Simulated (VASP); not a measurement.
# Ba4Er (P-62m) in VASP: relaxation of cell and atoms with PBE

Aim: the relaxation of cell and atoms of Ba4Er with PBE.

All numbers are computed with VASP 6.6.1; they aren't measurements. Logs are shortened: lines on timing, memory, paths and dates and some standing lists are left out, and cuts for length are marked.

## 1. The cell of the first run

The structure is hexagonal, space group P-62m (No. 189). Conventional cell: a = 6.572 Å, b = 6.572 Å, c = 5.214 Å, α = 90.00°, β = 90.00°, γ = 120.00°. Ba (site symmetry m2m) has 1 Er at 2.66 Å and 4 Ba at 3.46 Å within 3.5 Å. Ba (site symmetry -62m) has 2 Er at 2.61 Å within 3.4 Å. Within 3.4 Å of Er (site symmetry -62m) lie 5 Ba at 2.61 to 2.66 Å.

The cell was generated, and may not be a known phase.

## 2. Relaxation of cell and atoms, PBE

INCAR reads:

```
  ALGO = Normal
  EDIFF = 1E-7
  EDIFFG = -0.08
  ENCUT = 500
  GGA = PE
  GGA_COMPAT = False
  IBRION = 2
  ISIF = 3
  ISMEAR = 0
  LASPH = True
  LCHARG = False
  LMAXMIX = 6
  LREAL = False
  LWAVE = False
  NELM = 200
  NELMIN = 4
  NSW = 36
  PREC = Accurate
  SIGMA = 0.2
```

KPOINTS reads:

```
k-points
0
Gamma
  3 3 3
```

POSCAR reads:

```
Ba4Er
1.0
    6.5722359400      0.0000000000      0.0000000000
   -3.2861179700      5.6917232800      0.0000000000
    0.0000000000      0.0000000000      5.2142281700
Ba Er
4 1
Direct
    0.4049650200      0.0000000000      0.5000000000
    0.0000000000      0.4049650200      0.5000000000
    0.5950349800      0.5950349800      0.5000000000
    0.0000000000      0.0000000000      0.0000000000
    0.0000000000      0.0000000000      0.5000000000
```

Potentials or basis: VASP PAW PBE potentials, release 64 (Ba_sv, Er_3), 4f in core.

The run is started by

```console
cat potpaw_PBE.64/Ba_sv/POTCAR potpaw_PBE.64/Er_3/POTCAR > POTCAR
mpirun -np 1 vasp_std > vasp.out
```

OUTCAR:

```text
EDIFF = 1E-7
   EDIFFG = -0.08
   ENCUT = 500
   GGA = PE
   IBRION = 2
   ISIF = 3
   ISMEAR = 0
   LASPH = True
   LREAL = False
   NELM = 200
   NELMIN = 4
   NSW = 36
   PREC = Accurate

 ion  position               nearest neighbor table
   1  0.405  0.000  0.500-   5 2.66   3 3.46   2 3.46   3 3.46   2 3.46   4 3.73   4 3.73   5 3.91
                             2 4.61   3 4.61   4 4.70   4 4.70
   2  0.000  0.405  0.500-   5 2.66   1 3.46   1 3.46   3 3.46   3 3.46   4 3.73   4 3.73   5 3.91
                             3 4.61   1 4.61   4 4.70   4 4.70
   3  0.595  0.595  0.500-   5 2.66   1 3.46   1 3.46   2 3.46   2 3.46   4 3.73   4 3.73   5 3.91
                             2 4.61   1 4.61   4 4.70   4 4.70
   4  0.000  0.000  0.000-   5 2.61   5 2.61   2 3.73   2 3.73   3 3.73   3 3.73   1 3.73   1 3.73
                             3 4.70   3 4.70   2 4.70   2 4.70   1 4.70   1 4.70
   5  0.000  0.000  0.500-   4 2.61   4 2.61   2 2.66   3 2.66   1 2.66   3 3.91   2 3.91   1 3.91

  LATTYP: Found a hexagonal cell.
 ALAT       =     6.5722359400
 C/A-ratio  =     0.7933720301

  Lattice vectors:

 A1 = (   6.5722359400,   0.0000000000,   0.0000000000)
 A2 = (  -3.2861179700,   5.6917232800,   0.0000000000)
 A3 = (   0.0000000000,   0.0000000000,   5.2142281700)

Analysis of symmetry for initial positions (statically):
=====================================================================
 Subroutine PRICEL returns:
 Original cell was already a primitive cell.

 Routine SETGRP: Setting up the symmetry group for a
 hexagonal supercell.

 Subroutine GETGRP returns: Found 12 space group operations
 (whereof 12 operations were pure point group operations)
 out of a pool of 24 trial point group operations.

The static configuration has the point symmetry D_3h.

Analysis of symmetry for dynamics (positions and initial velocities):
=====================================================================
 Subroutine PRICEL returns:
 Original cell was already a primitive cell.

 Routine SETGRP: Setting up the symmetry group for a
 hexagonal supercell.

 Subroutine GETGRP returns: Found 12 space group operations
 (whereof 12 operations were pure point group operations)
 out of a pool of 24 trial point group operations.

The dynamic configuration has the point symmetry D_3h.

 Subroutine INISYM returns: Found 12 space group operations
 (whereof 12 operations are pure point group operations),
 and found     1 'primitive' translations

----------------------------------------------------------------------------------------

                                     Primitive cell

  volume of cell :     195.0504

  direct lattice vectors                    reciprocal lattice vectors
     6.572235940  0.000000000  0.000000000     0.152155219  0.087846857  0.000000000
    -3.286117970  5.691723280  0.000000000     0.000000000  0.175693714  0.000000000
     0.000000000  0.000000000  5.214228170     0.000000000  0.000000000  0.191782938

  length of vectors
     6.572235940  6.572235937  5.214228170     0.175693714  0.175693714  0.191782938

  position of ions in fractional coordinates (direct lattice)
     0.404965020  0.000000000  0.500000000
     0.000000000  0.404965020  0.500000000
     0.595034980  0.595034980  0.500000000
     0.000000000  0.000000000  0.000000000
     0.000000000  0.000000000  0.500000000

  ion indices of the primitive-cell ions
   primitive index   ion index
                 1           1
                 2           2
                 3           3
                 4           4
                 5           5

----------------------------------------------------------------------------------------

 KPOINTS: k-points

Automatic generation of k-mesh.
 Grid dimensions read from file:
 generate k-points for:    3    3    3

 Generating k-lattice:

  Cartesian coordinates                     Fractional coordinates (reciprocal lattice)
     0.050718406  0.029282286  0.000000000     0.333333333  0.000000000  0.000000000
     0.000000000  0.058564571  0.000000000     0.000000000  0.333333333  0.000000000
     0.000000000  0.000000000  0.063927646     0.000000000  0.000000000  0.333333333

  Length of vectors
     0.058564571  0.058564571  0.063927646

  Shift w.r.t. Gamma in fractional coordinates (k-lattice)
     0.000000000  0.000000000  0.000000000

 Subroutine IBZKPT returns following result:
 ===========================================

 Found      6 irreducible k-points:

 Following reciprocal coordinates:
            Coordinates               Weight
  0.000000  0.000000  0.000000      1.000000
  0.333333  0.000000  0.000000      6.000000
  0.333333  0.333333  0.000000      2.000000
  0.000000  0.000000  0.333333      2.000000
  0.333333  0.000000  0.333333     12.000000
  0.333333  0.333333  0.333333      4.000000
   k-points           NKPTS =      6   k-points in BZ     NKDIM =      6   number of bands    NBANDS=     29
   number of dos      NEDOS =    301   number of ions     NIONS =      5
   total plane-waves  NPLWV =  92160
   dimension x,y,z NGX =    48 NGY =   48 NGZ =   40
   dimension x,y,z NGXF=    96 NGYF=   96 NGZF=   80
   ions per type =               4   1
   NGX,Y,Z   is equivalent  to a cutoff of  12.14, 12.14, 12.75 a.u.
   NGXF,Y,Z  is equivalent  to a cutoff of  24.28, 24.28, 25.51 a.u.
 SYSTEM =  unknown system
   PREC   = accura    normal or accurate (medium, high low for compatibility)
   ISTART =      0    job   : 0-new  1-cont  2-samecut
   ICHARG =      2    charge: 1-file 2-atom 10-const
   ISPIN  =      1    spin polarized calculation?
   LNONCOLLINEAR =      F non collinear calculations
   LSORBIT =      F    spin-orbit coupling
   LASPH  =      T    aspherical Exc in radial PAW
   ENCUT  =  500.0 eV  36.75 Ry    6.06 a.u.  11.98 11.98  9.51*2*pi/ulx,y,z
   NELM   =    200;   NELMIN=  4; NELMDL= -5     # of ELM steps
   EDIFF  = 0.1E-06   stopping-criterion for ELM
   LREAL  =      F    real-space projection
   EDIFFG = -.8E-01   stopping-criterion for IOM
   NSW    =     36    number of steps for IOM
   IBRION =      2    ionic relax: 0-MD 1-quasi-New 2-CG
   NFREE  =      1    steps in history (QN), initial steepest desc. (CG)
   ISIF   =      3    stress and relaxation
   ISYM   =      2    0-nonsym 1-usesym 2-fastsym
   POTIM  = 0.5000    time-step for ionic-motion
   TEBEG  =    0.0;   TEEND  =   0.0 temperature during run
   PSTRESS=    0.0 pullay stress
   NELECT =      49.0000    total number of electrons
   NUPDOWN=      -1.0000    fix difference up-down
   EMIN   =  10.00;   EMAX   =-10.00  energy-range for DOS
   EFERMI =   0.00;   METHOD = LEGACY
   ISMEAR =     0;   SIGMA  =   0.20  broadening in eV -4-tet -1-fermi 0-gaus
   EFERMI_NEDOS =   21; number of points for ismear=-14 and -15
   IALGO  =     38    algorithm
   IMIX   =      4    mixing-type and parameters
     AMIX     =   0.40;   BMIX     =  1.00
     AMIX_MAG =   1.60;   BMIX_MAG =  1.00
  volume/ion in A,a.u.               =      39.01       263.25
  Fermi-wavevector in a.u.,A,eV,Ry     =   1.032978  1.952046 14.518018  1.067044
  Thomas-Fermi vector in A             =   2.167203
   LORBIT       =      0    0 simple, 1 ext, 2 COOP (PROOUT), +10 PAW based schemes
   GGA     = PE    functional components
   LHFCALC =     F    Hartree Fock is set to
   AEXX    =    0.0000 exact exchange contribution
   IVDW    =     0    specifies the selected vdW correction
   LEPSILON=     F    determine dielectric tensor
   LRPA    =     F    only Hartree local field effects (RPA)
 conjugate gradient relaxation of ions
 non-spin polarized calculation
 Gauss-broadening in eV      SIGMA  =   0.20
  energy-cutoff  :      500.00
  volume of cell :      195.05
 maximum number of plane-waves:      4961
 NGX is ok and might be reduce to    48
   NGX = 23   NGY = 23   NGZ = 19

--------------------------------------- Ionic step        1  -------------------------------------------

 number of electron      49.0000004 magnetization

 Free energy of the ion-electron system (eV)
  ---------------------------------------------------
  ext. energy  EPLUGINS =         0.00000000
  ---------------------------------------------------
  free energy    TOTEN  =        -3.90232673 eV

  energy without entropy =       -3.80388238  energy(sigma->0) =       -3.85310455

 E-fermi :   2.9686     XC(G=0):  -8.7336

 val. band max:        2.8889838140   @ k =   0.3333   0.0000   0.0000
 cond. band min:       2.9975253343   @ k =   0.0000   0.0000   0.0000
 fundamental gap:      0.1085415204
 Fermi energy:         2.9685656484

 k-point     1 :       0.0000    0.0000    0.0000
  band No.  band energies     occupation
      1     -25.7071      2.00000
      2     -25.4559      2.00000
      3     -25.4559      2.00000
      4     -25.2747      2.00000
      5     -22.1346      2.00000
      6     -21.3960      2.00000
[... 291 lines left out ...]
  FREE ENERGIE OF THE ION-ELECTRON SYSTEM (eV)
  ---------------------------------------------------
  free  energy   TOTEN  =        -8.4684569108 eV

  energy  without entropy=       -8.2369664844  energy(sigma->0) =       -8.35271170

[... ionic steps 4 to 12 ...]

--------------------------------------- Ionic step       13  -------------------------------------------

 number of electron      48.9999996 magnetization

------------------------ aborting loop because EDIFF is reached ----------------------------------------

  FORCE on cell =-STRESS in cart. coord.  units (eV):
  Direction    XX          YY          ZZ          XY          YZ          ZX
  --------------------------------------------------------------------------------------
  -------------------------------------------------------------------------------------
  Total       -0.9937451     -0.9937451     -0.2482796      0.0000000     -0.0000000      0.0000000
  in kB       -3.9333851     -3.9333851     -0.9827260      0.0000000     -0.0000000      0.0000000
  external PRESSURE =      -2.9498321 kB  Pullay stress =       0.0000000 kB
[... 63 lines left out ...]
  energy  without entropy=       -8.6871750290  energy(sigma->0) =       -8.83177974

--------------------------------------- Ionic step       15  -------------------------------------------

 number of electron      49.0000007 magnetization

 Free energy of the ion-electron system (eV)
  ---------------------------------------------------
  ext. energy  EPLUGINS =         0.00000000
  ---------------------------------------------------
  free energy    TOTEN  =        -8.98493580 eV

  energy without entropy =       -8.69289556  energy(sigma->0) =       -8.83891568

 E-fermi :   0.5602     XC(G=0):  -6.4495

 val. band max:        0.5001116956   @ k =   0.3333   0.3333   0.0000
 cond. band min:       0.5773449954   @ k =   0.3333   0.0000   0.3333
 fundamental gap:      0.0772332998
 Fermi energy:         0.5602004848

 k-point     1 :       0.0000    0.0000    0.0000
  band No.  band energies     occupation
      1     -28.4043      2.00000
      2     -28.3347      2.00000
      3     -28.3347      2.00000
      4     -28.2945      2.00000
      5     -25.0610      2.00000
      6     -24.9833      2.00000
[... 213 lines left out ...]
  FREE ENERGIE OF THE ION-ELECTRON SYSTEM (eV)
  ---------------------------------------------------
  free  energy   TOTEN  =        -8.9849357993 eV

  energy  without entropy=       -8.6928955558  energy(sigma->0) =       -8.83891568

 reached required accuracy - stopping structural energy minimisation
```

Run time: 7.1 min. Hardware: 1 thread of Intel Xeon Platinum 8488C (Sapphire Rapids), shared host; peak memory 0.31 GiB.

What came out:

```
Free energy                           : -8.9849 eV
Relaxed volume                        : 77.81 Å³/atom
Relaxed cell                          : a = 8.068 Å, b = 8.068 Å, c = 6.902 Å, α = 90.00°, β = 90.00°, γ = 120.00°
Space group after relaxing (to 0.1 Å) : P-62m (No. 189)
Energy gained by relaxing             : 1016.5 meV/atom
Ionic steps                           : 15
Pressure after relaxing               : -0.1 GPa
Largest force after relaxing          : 0.020 eV/Å
Band gap on the k mesh                : zero (an odd number of electrons rules out a gap without spin polarisation)
```

Forces in eV/Å, atoms in the order of the input:
```
Ba   0.020  0.000  0.000
Ba  -0.010  0.017  0.000
Ba  -0.010 -0.017  0.000
Ba   0.000  0.000  0.000
Er   0.000  0.000  0.000
```

The path:
| step | energy change (eV) | largest force (eV/Å) | pressure (GPa) | volume (Å³) |
| --- | --- | --- | --- | --- |
| 1 | 0.0000 | 1.9650 | 13.55 | 195.05 |
| 2 | -4.1913 | 0.7715 | 1.86 | 303.69 |
| 3 | -4.5661 | 0.6316 | 0.85 | 341.48 |
| 4 | -4.7216 | 0.3726 | -0.46 | 426.15 |
| 5 | -4.7500 | 0.4390 | -0.15 | 399.84 |
| 6 | -4.7488 | 0.4532 | -0.08 | 394.76 |
| 7 | -4.7884 | 0.4391 | -0.05 | 391.63 |
| 8 | -4.8810 | 0.3828 | 0.07 | 382.16 |
| 9 | -4.9069 | 0.1881 | 0.46 | 362.95 |
| 10 | -4.9252 | 0.2836 | 0.28 | 370.72 |
| 11 | -4.9663 | 0.2307 | 0.20 | 374.08 |
| 12 | -5.0450 | 0.1114 | 0.02 | 384.24 |
| 13 | -5.0643 | 0.0100 | -0.29 | 404.78 |
| 14 | -5.0741 | 0.0353 | -0.18 | 397.49 |
| 15 | -5.0826 | 0.0201 | -0.05 | 389.06 |

Final structure:
```
Ba Er
1.0
     8.06781    0.00000    0.00000
    -4.03391    6.98693    0.00000
     0.00000    0.00000    6.90205
Ba Er
4 1
Direct
  0.49065 0.00000 0.50000
  0.00000 0.49065 0.50000
  0.50935 0.50935 0.50000
  0.00000 0.00000 0.00000
  0.00000 0.00000 0.50000
```

Caveat: the k points lie up to 0.30 Å⁻¹ apart in the final cell, too coarse for converged energies and pressures of a metal; the volume moved by over 15 % at a fixed basis, so the end points are rough; spin-orbit coupling is left out, which moves the levels of the heavy elements; the 4f electrons are frozen in the core, so they carry no moment and show no levels. Spin polarisation is off, so any magnetic state and its effect on volume and gap are missing.

The gap in the log of VASP goes by the Fermi energy; the results here count the filled bands.